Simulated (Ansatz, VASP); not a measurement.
NiO2 in VASP and in Ansatz

```
Ni O
1.0
     2.89406    0.00000    0.00000
    -1.44703    2.50633    0.00000
     0.00000    0.00000    3.83319
Ni O
1 2
Direct
  0.00000 0.00000 0.50000
  0.66667 0.33333 0.74240
  0.33333 0.66667 0.25760
```

Alike in both runs: task single point; functional LDA; k mesh 12 × 12 × 6; occupations gaussian, width 0.05 eV; no spin polarisation.

|  | VASP | Ansatz |
| --- | --- | --- |
| version | VASP 6.6.1 | Ansatz 0.2.0 |
| potentials or method | VASP PAW LDA potentials, release 64 (Ni_sv_GW, O), cutoff 700 eV | scalar-relativistic, plane waves, PAW |
| valence electrons in the cell | 30 | 30 |

```csv
,VASP,Ansatz,Ansatz less VASP
gap on the k mesh at the Fermi level (eV),0.35,0.36,+0.013
least direct gap on the mesh (eV),0.71,0.72,+0.012
pressure (GPa),-20.1,-20.5,-0.47
"traceless stress, the component that is largest in VASP (GPa)",10.25,10.99,+0.741
rms of the force components (eV/Å),0.548,0.584,+0.0368
```

LDA's correlation is that of Perdew and Zunger in VASP and of Perdew and Wang (1992) in Ansatz. Atom by atom the forces differ by 0.037 eV/Å (rms over components).
